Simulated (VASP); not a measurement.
# ZnO (Fm-3m) in VASP: notebook

The runs below take ZnO through single point, relaxation of cell and atoms, with PBE.

Program: VASP 6.6.1. These are calculated values, not measurements. Logs are shortened: lines on timing, memory, paths and dates and some standing lists are left out, and cuts for length are marked.

### Step 1. The cell of the first run

It takes space group Fm-3m (No. 225, cubic). The conventional cell has a = 4.329 Å, b = 4.329 Å, c = 4.329 Å, α = 90.00°, β = 90.00°, γ = 90.00°. Zn (site symmetry m-3m) has 6 O at 2.16 Å within 2.9 Å. Within 2.9 Å of O (site symmetry m-3m) lie 6 Zn at 2.16 Å.

### Step 2. Single point, PBE

File INCAR:

```
ALGO = Normal ; EDIFF = 1E-6
ENCUT = 520 ; GGA = PE
ISIF = 2 ; ISMEAR = 0
LASPH = T ; LCHARG = F
LREAL = F ; LWAVE = F
NBANDS = 16 ; NELM = 60
PREC = Accurate ; SIGMA = 0.1
```

File KPOINTS:

```
k-points
0
Gamma
  8 8 8
```

File POSCAR:

```
ZnO
1.0
    0.0000000000      2.1646095089      2.1646095089
    2.1646095089      0.0000000000      2.1646095089
    2.1646095089      2.1646095089      0.0000000000
Zn O
1 1
Direct
    0.0000000000      0.0000000000      0.0000000000
    0.5000000000      0.5000000000      0.5000000000
```

Potentials or basis: VASP PAW PBE potentials, release 64 (Zn, O).

Started as:

```sh
cat potpaw_PBE.64/Zn/POTCAR potpaw_PBE.64/O/POTCAR > POTCAR
mpirun -np 1 vasp_std > vasp.out
```

OUTCAR:

```text
EDIFF = 1E-6
   ENCUT = 520
   GGA = PE
   ISIF = 2
   ISMEAR = 0
   LASPH = T
   LREAL = F
   NELM = 60
   PREC = Accurate

 ion  position               nearest neighbor table
   1  0.000  0.000  0.000-   2 2.16   2 2.16   2 2.16   2 2.16   2 2.16   2 2.16
   2  0.500  0.500  0.500-   1 2.16   1 2.16   1 2.16   1 2.16   1 2.16   1 2.16

  LATTYP: Found a face centered cubic cell.
 ALAT       =     4.3292190178

  Lattice vectors:

 A1 = (   0.0000000000,   2.1646095089,   2.1646095089)
 A2 = (   2.1646095089,   0.0000000000,   2.1646095089)
 A3 = (   2.1646095089,   2.1646095089,   0.0000000000)

Analysis of symmetry for initial positions (statically):
=====================================================================
 Subroutine PRICEL returns:
 Original cell was already a primitive cell.

 Routine SETGRP: Setting up the symmetry group for a
 face centered cubic supercell.

 Subroutine GETGRP returns: Found 48 space group operations
 (whereof 48 operations were pure point group operations)
 out of a pool of 48 trial point group operations.

The static configuration has the point symmetry O_h .

Analysis of symmetry for dynamics (positions and initial velocities):
=====================================================================
 Subroutine PRICEL returns:
 Original cell was already a primitive cell.

 Routine SETGRP: Setting up the symmetry group for a
 face centered cubic supercell.

 Subroutine GETGRP returns: Found 48 space group operations
 (whereof 48 operations were pure point group operations)
 out of a pool of 48 trial point group operations.

The dynamic configuration has the point symmetry O_h .

 Subroutine INISYM returns: Found 48 space group operations
 (whereof 48 operations are pure point group operations),
 and found     1 'primitive' translations

----------------------------------------------------------------------------------------

                                     Primitive cell

  volume of cell :      20.2847

  direct lattice vectors                    reciprocal lattice vectors
     0.000000000  2.164609509  2.164609509    -0.230988545  0.230988545  0.230988545
     2.164609509  0.000000000  2.164609509     0.230988545 -0.230988545  0.230988545
     2.164609509  2.164609509  0.000000000     0.230988545  0.230988545 -0.230988545

  length of vectors
     3.061220125  3.061220125  3.061220125     0.400083895  0.400083895  0.400083895

  position of ions in fractional coordinates (direct lattice)
     0.000000000  0.000000000  0.000000000
     0.500000000  0.500000000  0.500000000

  ion indices of the primitive-cell ions
   primitive index   ion index
                 1           1
                 2           2

----------------------------------------------------------------------------------------

 KPOINTS: k-points

Automatic generation of k-mesh.
 Grid dimensions read from file:
 generate k-points for:    8    8    8

 Generating k-lattice:

  Cartesian coordinates                     Fractional coordinates (reciprocal lattice)
    -0.028873568  0.028873568  0.028873568     0.125000000  0.000000000  0.000000000
     0.028873568 -0.028873568  0.028873568     0.000000000  0.125000000  0.000000000
     0.028873568  0.028873568 -0.028873568     0.000000000  0.000000000  0.125000000

  Length of vectors
     0.050010487  0.050010487  0.050010487

  Shift w.r.t. Gamma in fractional coordinates (k-lattice)
     0.000000000  0.000000000  0.000000000

 Subroutine IBZKPT returns following result:
 ===========================================

 Found     29 irreducible k-points:

 Following reciprocal coordinates:
            Coordinates               Weight
  0.000000  0.000000  0.000000      1.000000
  0.125000  0.000000  0.000000      8.000000
  0.250000  0.000000  0.000000      8.000000
  0.375000  0.000000  0.000000      8.000000
  0.500000  0.000000  0.000000      4.000000
  0.125000  0.125000  0.000000      6.000000
[... 16 lines left out ...]
  0.500000  0.250000  0.125000     48.000000
 -0.375000  0.250000  0.125000     24.000000
 [... further k-points ...]
   k-points           NKPTS =     29   k-points in BZ     NKDIM =     29   number of bands    NBANDS=     16
   number of dos      NEDOS =    301   number of ions     NIONS =      2
   total plane-waves  NPLWV =  13824
   dimension x,y,z NGX =    24 NGY =   24 NGZ =   24
   dimension x,y,z NGXF=    48 NGYF=   48 NGZF=   48
   ions per type =               1   1
   NGX,Y,Z   is equivalent  to a cutoff of  13.03, 13.03, 13.03 a.u.
   NGXF,Y,Z  is equivalent  to a cutoff of  26.07, 26.07, 26.07 a.u.
 SYSTEM =  unknown system
   PREC   = accura    normal or accurate (medium, high low for compatibility)
   ISTART =      0    job   : 0-new  1-cont  2-samecut
   ICHARG =      2    charge: 1-file 2-atom 10-const
   ISPIN  =      1    spin polarized calculation?
   LNONCOLLINEAR =      F non collinear calculations
   LSORBIT =      F    spin-orbit coupling
   LASPH  =      T    aspherical Exc in radial PAW
   ENCUT  =  520.0 eV  38.22 Ry    6.18 a.u.   5.69  5.69  5.69*2*pi/ulx,y,z
   NELM   =     60;   NELMIN=  2; NELMDL= -5     # of ELM steps
   EDIFF  = 0.1E-05   stopping-criterion for ELM
   LREAL  =      F    real-space projection
   EDIFFG = 0.1E-04   stopping-criterion for IOM
   NSW    =      0    number of steps for IOM
   IBRION =     -1    ionic relax: 0-MD 1-quasi-New 2-CG
   NFREE  =      0    steps in history (QN), initial steepest desc. (CG)
   ISIF   =      2    stress and relaxation
   ISYM   =      2    0-nonsym 1-usesym 2-fastsym
   POTIM  = 0.5000    time-step for ionic-motion
   TEBEG  =    0.0;   TEEND  =   0.0 temperature during run
   PSTRESS=    0.0 pullay stress
   NELECT =      18.0000    total number of electrons
   NUPDOWN=      -1.0000    fix difference up-down
   EMIN   =  10.00;   EMAX   =-10.00  energy-range for DOS
   EFERMI =   0.00;   METHOD = LEGACY
   ISMEAR =     0;   SIGMA  =   0.10  broadening in eV -4-tet -1-fermi 0-gaus
   EFERMI_NEDOS =   21; number of points for ismear=-14 and -15
   IALGO  =     38    algorithm
   IMIX   =      4    mixing-type and parameters
     AMIX     =   0.40;   BMIX     =  1.00
     AMIX_MAG =   1.60;   BMIX_MAG =  1.00
  volume/ion in A,a.u.               =      10.14        68.44
  Fermi-wavevector in a.u.,A,eV,Ry     =   1.573172  2.972863 33.672637  2.474869
  Thomas-Fermi vector in A             =   2.674496
   LORBIT       =      0    0 simple, 1 ext, 2 COOP (PROOUT), +10 PAW based schemes
   GGA     = PE    functional components
   LHFCALC =     F    Hartree Fock is set to
   AEXX    =    0.0000 exact exchange contribution
   IVDW    =     0    specifies the selected vdW correction
   LEPSILON=     F    determine dielectric tensor
   LRPA    =     F    only Hartree local field effects (RPA)
 non-spin polarized calculation
 Gauss-broadening in eV      SIGMA  =   0.10
  energy-cutoff  :      520.00
  volume of cell :       20.28
 maximum number of plane-waves:       568
   NGX = 11   NGY = 11   NGZ = 11

 number of electron      18.0000011 magnetization

 Free energy of the ion-electron system (eV)
  ---------------------------------------------------
  ext. energy  EPLUGINS =         0.00000000
  ---------------------------------------------------
  free energy    TOTEN  =        -8.63159739 eV

  energy without entropy =       -8.63159738  energy(sigma->0) =       -8.63159738

 E-fermi :   2.7603     XC(G=0): -12.1004

 val. band max:        2.3845054911   @ k =   0.5000   0.0000   0.0000
 cond. band min:       3.1075519073   @ k =   0.0000   0.0000   0.0000
 fundamental gap:      0.7230464162
 Fermi energy:         2.7602855489

 k-point     1 :       0.0000    0.0000    0.0000
  band No.  band energies     occupation
      1     -15.8997      2.00000
      2      -2.4186      2.00000
      3      -2.4186      2.00000
      4      -2.4186      2.00000
      5      -2.2185      2.00000
      6      -2.2185      2.00000
[... 8 lines left out ...]
     15      21.3065      0.00000
     16      21.3065      0.00000

 k-point     2 :       0.1250    0.0000    0.0000
  band No.  band energies     occupation
      1     -15.7398      2.00000
      2      -2.5389      2.00000
      3      -2.4669      2.00000
      4      -2.4669      2.00000
      5      -2.3080      2.00000
      6      -2.3080      2.00000
[... 8 lines left out ...]
     15      21.7413      0.00000
     16      21.7413      0.00000

 k-point     3 :       0.2500    0.0000    0.0000
  band No.  band energies     occupation
      1     -15.3228      2.00000
      2      -3.2012      2.00000
      3      -2.8286      2.00000
      4      -2.8285      2.00000
      5      -2.2076      2.00000
      6      -2.2076      2.00000
[... 8 lines left out ...]
     15      23.0878      0.00000
     16      23.0878      0.00000

 k-point     4 :       0.3750    0.0000    0.0000
  band No.  band energies     occupation
      1     -14.8495      2.00000
      2      -4.2421      2.00000
      3      -3.1519      2.00000
      4      -3.1519      2.00000
      5      -2.0799      2.00000
      6      -2.0799      2.00000
[... 8 lines left out ...]
     15      25.0975      0.00000
     16      25.0975      0.00000
[... 324 lines left out ...]
 k-point    22 :       0.3750    0.2500    0.1250
  band No.  band energies     occupation
      1     -15.0444      2.00000
      2      -3.5884      2.00000
      3      -2.8124      2.00000
      4      -2.7567      2.00000
      5      -2.2464      2.00000
      6      -2.0416      2.00000
[... 8 lines left out ...]
     15      26.1349      0.00000
     16      26.3569      0.00000

 k-point    23 :       0.5000    0.2500    0.1250
  band No.  band energies     occupation
      1     -14.6906      2.00000
      2      -3.9107      2.00000
      3      -3.0950      2.00000
      4      -2.9318      2.00000
      5      -2.1329      2.00000
      6      -1.9877      2.00000
[... 8 lines left out ...]
     15      25.3203      0.00000
     16      27.4653      0.00000

 k-point    24 :      -0.3750    0.2500    0.1250
  band No.  band energies     occupation
      1     -14.5341      2.00000
      2      -4.0518      2.00000
      3      -3.1510      2.00000
      4      -3.0826      2.00000
      5      -2.0424      2.00000
      6      -2.0212      2.00000
[... 8 lines left out ...]
     15      23.5939      0.00000
     16      28.2466      0.00000

 [... further k-points ...]

------------------------ aborting loop because EDIFF is reached ----------------------------------------

  FORCE on cell =-STRESS in cart. coord.  units (eV):
  Direction    XX          YY          ZZ          XY          YZ          ZX
  --------------------------------------------------------------------------------------
  -------------------------------------------------------------------------------------
  Total        0.1277357      0.1277357      0.1277357      0.0000000      0.0000000      0.0000000
  in kB       10.0891383     10.0891383     10.0891383      0.0000000      0.0000000      0.0000000
  external PRESSURE =      10.0891383 kB  Pullay stress =       0.0000000 kB

 VOLUME and BASIS-vectors are now :
 -----------------------------------------------------------------------------
  energy-cutoff  :      520.00
  volume of cell :       20.28
      direct lattice vectors                 reciprocal lattice vectors
     0.000000000  2.164609509  2.164609509    -0.230988545  0.230988545  0.230988545
     2.164609509  0.000000000  2.164609509     0.230988545 -0.230988545  0.230988545
     2.164609509  2.164609509  0.000000000     0.230988545  0.230988545 -0.230988545

 POSITION                                       TOTAL-FORCE (eV/Angst)
 -----------------------------------------------------------------------------------
      0.00000      0.00000      0.00000        -0.000000     -0.000000     -0.000000
      2.16461      2.16461      2.16461         0.000000      0.000000      0.000000
 -----------------------------------------------------------------------------------
    total drift:                                0.000000     -0.000000     -0.000000

  FREE ENERGIE OF THE ION-ELECTRON SYSTEM (eV)
  ---------------------------------------------------
  free  energy   TOTEN  =        -8.6315973856 eV

  energy  without entropy=       -8.6315973843  energy(sigma->0) =       -8.63159738
```

It took 7.8 s on 1 thread of Intel Xeon Platinum 8259CL at 2.50GHz (Skylake/Cascade Lake), shared host; peak memory 0.14 GiB.

Results:

```
Free energy            : -8.6316 eV
Pressure               : 1.0 GPa
Band gap on the k mesh : 0.72 eV (least direct gap 1.96 eV)
```

### Step 3. Relaxation of cell and atoms, PBE

This run uses another cell than the first one, of 9.52 Å³/atom.

File INCAR:

```
SYSTEM = ZnO
ALGO = Normal ; EDIFF = 1E-6
EDIFFG = -0.05 ; ENCUT = 600
GGA = PE ; IBRION = 2
ISIF = 3 ; ISMEAR = 0
LASPH = .True. ; LCHARG = .False.
LREAL = .False. ; LWAVE = .False.
NELM = 80 ; NSW = 80
PREC = Accurate ; SIGMA = 0.1
```

File KPOINTS:

```
k-points
0
Gamma
  8 8 8
  0 0 0
```

File POSCAR:

```
ZnO
1.0
    0.0000000000      2.1194716142      2.1194716142
    2.1194716142      0.0000000000      2.1194716142
    2.1194716142      2.1194716142      0.0000000000
Zn O
1 1
Direct
    0.0000000000      0.0000000000      0.0000000000
    0.5000000000      0.5000000000      0.5000000000
```

Potentials or basis: VASP PAW PBE potentials, release 64 (Zn, O).

Started as:

```sh
cat potpaw_PBE.64/Zn/POTCAR potpaw_PBE.64/O/POTCAR > POTCAR
mpirun -np 1 vasp_std > vasp.out
```

Run time: 17 s. Hardware: 1 thread of Intel Xeon Platinum 8259CL at 2.50GHz (Skylake/Cascade Lake), shared host; peak memory 0.14 GiB.

Results (log left out):

```yaml
Free_energy: -8.6312 eV
Relaxed_volume: 10.20 Å³/atom
Relaxed_cell: a = 3.067 Å, b = 3.067 Å, c = 3.067 Å, α = 60.00°, β = 60.00°, γ = 60.00°
Space_group_after_relaxing_to_0.1_Å: Fm-3m (No. 225)
Energy_gained_by_relaxing: 26.2 meV/atom
Ionic_steps: 3
Pressure_after_relaxing: 0.0 GPa
Band_gap_on_the_k_mesh: 0.70 eV (least direct gap 1.92 eV)
```

The path:
| step | energy change (eV) | largest force (eV/Å) | pressure (GPa) | volume (Å³) |
| --- | --- | --- | --- | --- |
| 1 | 0.0000 | 0.0000 | 13.17 | 19.04 |
| 2 | -0.0340 | 0.0000 | -6.35 | 21.28 |
| 3 | -0.0524 | 0.0000 | 0.01 | 20.40 |

Final structure:
```
CELL_PARAMETERS angstrom
0.00000 2.16859 2.16859
2.16859 0.00000 2.16859
2.16859 2.16859 0.00000
ATOMIC_POSITIONS crystal
Zn 0.00000 0.00000 0.00000
O 0.50000 0.50000 0.50000
```

Levels at points of the mesh, in eV from the valence-band top:
```csv
k point,band 6,band 7,band 8,band 9,band 10,band 11,band 12,band 13
"(0.00, 0.00, 0.00)",-4.60,-1.22,-1.22,-1.22,0.70,17.75,17.75,17.75
"(0.50, 0.00, 0.00)",-4.41,-3.58,0.00,0.00,5.38,8.74,12.60,12.60
"(0.50, 0.50, 0.00)",-4.30,-4.03,-2.59,-2.59,4.04,10.43,11.20,15.00
```
